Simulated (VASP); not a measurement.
# Si8W3 (a cell with a defect) in VASP: single point with r2SCAN

Aim: the single point of Si8W3 (a cell with a defect) with r2SCAN.

Everything below comes from runs of VASP 6.6.1. Logs are shortened: lines on timing, memory, paths and dates and some standing lists are left out, and cuts for length are marked.

## Step 1: The cell of the first run

The cell holds a defect, 11 atoms: a = 4.567 Å, b = 4.567 Å, c = 7.868 Å, α = 90.00°, β = 90.00°, γ = 90.00°.

## Step 2: Single point, r2SCAN

File POSCAR:

```
Si8W3
1.0
    3.2292007300      3.2292007300      0.0000000000
   -3.2292007300      3.2292007300      0.0000000000
    0.0000000000      0.0000000000      7.8679106400
Si W
8 3
Direct
   -0.0015192000      0.0336864800      0.3411432200
    0.0028951300      0.4959791100      0.8331521700
    0.4983084600      0.0009537000      0.8298113000
    0.4693821100      0.5008539400      0.3409699200
   -0.0004130600     -0.0324982100      0.6577905300
   -0.0048487600      0.5046822200      0.1656616400
    0.4997861500     -0.0006464400      0.1691581800
    0.5286637000      0.4995783100      0.6579696300
   -0.0009389500      0.0002531600     -0.0005453300
   -0.5009580100      0.0002154500      0.4994804100
    0.4990338100      0.5001881400     -0.0005446200
```

File INCAR.step1:

```
SYSTEM = Si8W3
ALGO = Normal
EDIFF = 1E-5
ENCUT = 440
GGA = PE
GGA_COMPAT = .False.
ISMEAR = 1
LASPH = .True.
LCHARG = .False.
LREAL = .False.
LWAVE = .True.
NBANDS = 48
NELM = 120
PREC = Accurate
SIGMA = 0.1
```

File INCAR.step2:

```
SYSTEM = Si8W3
ALGO = Normal
EDIFF = 1E-6
ENCUT = 440
GGA_COMPAT = .False.
ISIF = 2
ISMEAR = 1
ISTART = 1
LASPH = .True.
LCHARG = .False.
LMIXTAU = .True.
LREAL = .False.
LWAVE = .False.
METAGGA = R2SCAN
NBANDS = 48
NELM = 120
PREC = Accurate
SIGMA = 0.1
```

File KPOINTS:

```
k-points
0
Gamma
  4 4 3
  0 0 0
```

Potentials or basis: VASP PAW PBE potentials, release 64 (Si, W_sv).

Started as:

```sh
$ cat potpaw_PBE.64/Si/POTCAR potpaw_PBE.64/W_sv/POTCAR > POTCAR
$ cp INCAR.step1 INCAR
$ mpirun -np 1 vasp_std > vasp.out
$ cp INCAR.step2 INCAR
$ mpirun -np 1 vasp_std > vasp.out
```

OUTCAR:

```text
SYSTEM = Si8W3
   EDIFF = 1E-6
   ENCUT = 440
   ISIF = 2
   ISMEAR = 1
   ISTART = 1
   LASPH = .True.
   LREAL = .False.
   METAGGA = R2SCAN
   NELM = 120
   PREC = Accurate

 ion  position               nearest neighbor table
   1  0.998  0.034  0.341-   5 2.51   6 2.56  10 2.60  10 2.61   7 2.65   7 2.66   9 2.69   6 2.78
                             4 3.03
   2  0.003  0.496  0.833-   5 2.56   8 2.57   9 2.61  11 2.62   6 2.62  11 2.65   9 2.65   8 2.77
                             5 2.78
   3  0.498  0.001  0.830-  10 2.60  11 2.64   9 2.64   9 2.65  11 2.65   8 2.65   5 2.65   8 2.66
                             5 2.66   7 2.67
   4  0.469  0.501  0.341-   8 2.51   6 2.57  10 2.60  10 2.61   7 2.65   7 2.66  11 2.69   6 2.77
                             1 3.03
   5  1.000  0.968  0.658-   1 2.51   2 2.56  10 2.60  10 2.61   3 2.65   3 2.66   9 2.69   2 2.78
                             8 3.03
   6  0.995  0.505  0.166-   1 2.56   4 2.57   9 2.61  11 2.62   2 2.62  11 2.65   9 2.65   4 2.77
                             1 2.78
   7  0.500  0.999  0.169-  10 2.60  11 2.64   9 2.64   9 2.65  11 2.65   4 2.65   1 2.65   4 2.66
                             1 2.66   3 2.67
   8  0.529  0.500  0.658-   4 2.51   2 2.57  10 2.60  10 2.61   3 2.65   3 2.66  11 2.69   2 2.77
                             5 3.03
   9  0.999  0.000  0.999-   6 2.61   2 2.61   3 2.64   7 2.64   3 2.65   7 2.65   2 2.65   6 2.65
                             5 2.69   1 2.69  11 3.23  11 3.23  11 3.23  11 3.23
  10  0.499  0.000  0.499-   7 2.60   3 2.60   8 2.60   4 2.60   5 2.60   1 2.60   5 2.61   8 2.61
                             4 2.61   1 2.61
  11  0.499  0.500  0.999-   6 2.62   2 2.62   7 2.64   3 2.64   6 2.65   2 2.65   3 2.65   7 2.65
                             8 2.69   4 2.69   9 3.23   9 3.23   9 3.23   9 3.23

  LATTYP: Found a simple tetragonal cell.
 ALAT       =     4.5667794680
 C/A-ratio  =     1.7228575838

  Lattice vectors:

 A1 = (   3.2292007300,   3.2292007300,   0.0000000000)
 A2 = (  -3.2292007300,   3.2292007300,   0.0000000000)
 A3 = (   0.0000000000,   0.0000000000,   7.8679106400)

Analysis of symmetry for initial positions (statically):
=====================================================================
 Subroutine PRICEL returns:
 Original cell was already a primitive cell.

 Routine SETGRP: Setting up the symmetry group for a
 simple tetragonal supercell.

 Subroutine GETGRP returns: Found  1 space group operations
 (whereof  1 operations were pure point group operations)
 out of a pool of 16 trial point group operations.

The static configuration has the point symmetry C_1 .

Analysis of symmetry for dynamics (positions and initial velocities):
=====================================================================
 Subroutine PRICEL returns:
 Original cell was already a primitive cell.

 Routine SETGRP: Setting up the symmetry group for a
 simple tetragonal supercell.

 Subroutine GETGRP returns: Found  1 space group operations
 (whereof  1 operations were pure point group operations)
 out of a pool of 16 trial point group operations.

The dynamic configuration has the point symmetry C_1 .

 Subroutine INISYM returns: Found  1 space group operations
 (whereof  1 operations are pure point group operations),
 and found     1 'primitive' translations

----------------------------------------------------------------------------------------

                                     Primitive cell

  volume of cell :     164.0890

  direct lattice vectors                    reciprocal lattice vectors
     3.229200730  3.229200730  0.000000000     0.154837076  0.154837076  0.000000000
    -3.229200730  3.229200730  0.000000000    -0.154837076  0.154837076  0.000000000
     0.000000000  0.000000000  7.867910640     0.000000000  0.000000000  0.127098546

  length of vectors
     4.566779468  4.566779468  7.867910640     0.218972693  0.218972693  0.127098546

  position of ions in fractional coordinates (direct lattice)
     0.998480800  0.033686480  0.341143220
     0.002895130  0.495979110  0.833152170
     0.498308460  0.000953700  0.829811300
     0.469382110  0.500853940  0.340969920
     0.999586940  0.967501790  0.657790530
[... 22 lines left out ...]

 KPOINTS: k-points

Automatic generation of k-mesh.
 Grid dimensions read from file:
 generate k-points for:    4    4    3

 Generating k-lattice:

  Cartesian coordinates                     Fractional coordinates (reciprocal lattice)
     0.038709269  0.038709269  0.000000000     0.250000000  0.000000000  0.000000000
    -0.038709269  0.038709269  0.000000000     0.000000000  0.250000000  0.000000000
     0.000000000  0.000000000  0.042366182     0.000000000  0.000000000  0.333333333

  Length of vectors
     0.054743173  0.054743173  0.042366182

  Shift w.r.t. Gamma in fractional coordinates (k-lattice)
     0.000000000  0.000000000  0.000000000

 Subroutine IBZKPT returns following result:
 ===========================================

 Found     26 irreducible k-points:

 Following reciprocal coordinates:
            Coordinates               Weight
  0.000000  0.000000  0.000000      1.000000
  0.250000  0.000000  0.000000      2.000000
  0.000000  0.250000  0.000000      2.000000
  0.500000  0.000000  0.000000      1.000000
  0.000000  0.500000  0.000000      1.000000
  0.250000  0.250000  0.000000      2.000000
[... 16 lines left out ...]
 -0.250000  0.500000  0.333333      2.000000
  0.500000 -0.250000  0.333333      2.000000
 [... further k-points ...]
   k-points           NKPTS =     26   k-points in BZ     NKDIM =     26   number of bands    NBANDS=     48
   number of dos      NEDOS =    301   number of ions     NIONS =     11
   total plane-waves  NPLWV =  55296
   dimension x,y,z NGX =    32 NGY =   32 NGZ =   54
   dimension x,y,z NGXF=    64 NGYF=   64 NGZF=  108
   ions per type =               8   3
   NGX,Y,Z   is equivalent  to a cutoff of  11.65, 11.65, 11.41 a.u.
   NGXF,Y,Z  is equivalent  to a cutoff of  23.30, 23.30, 22.82 a.u.
 SYSTEM =  Si8W3
   PREC   = accura    normal or accurate (medium, high low for compatibility)
   ISTART =      1    job   : 0-new  1-cont  2-samecut
   ICHARG =      0    charge: 1-file 2-atom 10-const
   ISPIN  =      1    spin polarized calculation?
   LNONCOLLINEAR =      F non collinear calculations
   LSORBIT =      F    spin-orbit coupling
   LASPH  =      T    aspherical Exc in radial PAW
   ENCUT  =  440.0 eV  32.34 Ry    5.69 a.u.   7.81  7.81 13.46*2*pi/ulx,y,z
   NELM   =    120;   NELMIN=  2; NELMDL=  0     # of ELM steps
   EDIFF  = 0.1E-05   stopping-criterion for ELM
   LREAL  =      F    real-space projection
   EDIFFG = 0.1E-04   stopping-criterion for IOM
   NSW    =      0    number of steps for IOM
   IBRION =     -1    ionic relax: 0-MD 1-quasi-New 2-CG
   NFREE  =      0    steps in history (QN), initial steepest desc. (CG)
   ISIF   =      2    stress and relaxation
   ISYM   =      2    0-nonsym 1-usesym 2-fastsym
   POTIM  = 0.5000    time-step for ionic-motion
   TEBEG  =    0.0;   TEEND  =   0.0 temperature during run
   PSTRESS=    0.0 pullay stress
   NELECT =      74.0000    total number of electrons
   NUPDOWN=      -1.0000    fix difference up-down
   EMIN   =  10.00;   EMAX   =-10.00  energy-range for DOS
   EFERMI =   0.00;   METHOD = LEGACY
   ISMEAR =     1;   SIGMA  =   0.10  broadening in eV -4-tet -1-fermi 0-gaus
   EFERMI_NEDOS =   21; number of points for ismear=-14 and -15
   IALGO  =     38    algorithm
   IMIX   =      4    mixing-type and parameters
     AMIX     =   0.40;   BMIX     =  1.00
     AMIX_MAG =   1.60;   BMIX_MAG =  1.00
  volume/ion in A,a.u.               =      14.92       100.67
  Fermi-wavevector in a.u.,A,eV,Ry     =   1.255429  2.372417 21.444177  1.576103
  Thomas-Fermi vector in A             =   2.389186
   LORBIT       =      0    0 simple, 1 ext, 2 COOP (PROOUT), +10 PAW based schemes
   METAGGA = R2SCAN    functional components
   LHFCALC =     F    Hartree Fock is set to
   AEXX    =    0.0000 exact exchange contribution
   IVDW    =     0    specifies the selected vdW correction
   LEPSILON=     F    determine dielectric tensor
   LRPA    =     F    only Hartree local field effects (RPA)
 non-spin polarized calculation
 Methfessel and Paxton  Order N= 1 SIGMA  =   0.10
  energy-cutoff  :      440.00
  volume of cell :      164.09
 maximum number of plane-waves:      3448
   NGX = 15   NGY = 15   NGZ = 27

 number of electron      74.0000012 magnetization

 Free energy of the ion-electron system (eV)
  ---------------------------------------------------
  ext. energy  EPLUGINS =         0.00000000
  ---------------------------------------------------
  free energy    TOTEN  =      -224.52474303 eV

  energy without entropy =     -224.52610290  energy(sigma->0) =     -224.52519632

 E-fermi :  10.0447     XC(G=0): -12.6298

 val. band max:       10.0139542326   @ k =   0.5000   0.0000   0.3333
 cond. band min:      10.1163707391   @ k =   0.5000   0.5000   0.3333
 fundamental gap:      0.1024165065
 Fermi energy:        10.0447457443

 k-point     1 :       0.0000    0.0000    0.0000
  band No.  band energies     occupation
      1     -65.6621      2.00000
      2     -65.6456      2.00000
      3     -65.1432      2.00000
      4     -29.4093      2.00000
      5     -29.4081      2.00000
      6     -29.2718      2.00000
[... 1213 lines left out ...]
     47      14.2406      0.00000
     48      14.5462      0.00000

 [... further k-points ...]

------------------------ aborting loop because EDIFF is reached ----------------------------------------

  FORCE on cell =-STRESS in cart. coord.  units (eV):
  Direction    XX          YY          ZZ          XY          YZ          ZX
  --------------------------------------------------------------------------------------
  -------------------------------------------------------------------------------------
  Total       -6.1299758     -6.5780884     -7.8517079     -0.0116817      0.0056557     -0.3606107
  in kB      -59.8535404    -64.2289447    -76.6646603     -0.1140607      0.0552230     -3.5210301
  external PRESSURE =     -66.9157151 kB  Pullay stress =       0.0000000 kB

 VOLUME and BASIS-vectors are now :
 -----------------------------------------------------------------------------
  energy-cutoff  :      440.00
  volume of cell :      164.09
      direct lattice vectors                 reciprocal lattice vectors
     3.229200730  3.229200730  0.000000000     0.154837076  0.154837076  0.000000000
    -3.229200730  3.229200730  0.000000000    -0.154837076  0.154837076  0.000000000
     0.000000000  0.000000000  7.867910640     0.000000000  0.000000000  0.127098546

 POSITION                                       TOTAL-FORCE (eV/Angst)
 -----------------------------------------------------------------------------------
      3.11551      3.33308      2.68408        -0.014587      0.045726     -0.005118
     -1.59227      1.61097      6.55517        -0.066101      0.002742      0.198081
      1.60606      1.61222      6.52888         0.003665      0.001071      0.051357
     -0.10163      3.13309      2.68272        -0.013208     -0.046154     -0.005251
      0.10361      6.35212      5.17544         0.016891     -0.047060      0.005125
      1.58382      4.84326      1.30341         0.071589     -0.005432     -0.195159
     -1.61320      4.84102      1.33092        -0.004883      0.000500     -0.053320
      0.09392      3.32040      5.17685         0.011539      0.047180      0.004974
      3.22535      3.22699      7.86362        -0.001033     -0.001263      0.000767
      1.61081      1.61220      3.92987        -0.001780      0.000680     -0.002486
     -0.00373      3.22669      7.86363        -0.002092      0.002009      0.001029
 -----------------------------------------------------------------------------------
    total drift:                                0.000163      0.000206     -0.000465

  FREE ENERGIE OF THE ION-ELECTRON SYSTEM (eV)
  ---------------------------------------------------
  free  energy   TOTEN  =      -224.5247430310 eV

  energy  without entropy=     -224.5261029026  energy(sigma->0) =     -224.52519632
```

Wall time 13 min (1 thread of Oxide Virtual Turin-like, shared host); peak memory 0.27 GiB.

Results:

| Quantity | Value |
| --- | --- |
| Free energy | -224.5247 eV |
| Pressure | -6.7 GPa |
| Largest force | 0.209 eV/Å |
| Band gap on the k mesh | zero (bands 37 and 38 overlap by 0.43 eV) |

Forces on the atoms (eV/Å):
```
Si  -0.015  0.046 -0.005
Si  -0.066  0.003  0.198
Si   0.004  0.001  0.051
Si  -0.013 -0.046 -0.005
Si   0.017 -0.047  0.005
Si   0.072 -0.005 -0.195
Si  -0.005  0.001 -0.053
Si   0.012  0.047  0.005
W   -0.001 -0.001  0.001
W   -0.002  0.001 -0.002
W   -0.002  0.002  0.001
```

Stress tensor (GPa, compression positive):
```
-5.99 -0.01 -0.35
-0.01 -6.42  0.01
-0.35  0.01 -7.67
```

Caveat: the PAW data sets were made with another functional, which shifts forces and pressure a little; spin-orbit coupling is left out, which moves the levels of the heavy elements.

The gap in the log of VASP goes by the Fermi energy; the results here count the filled bands.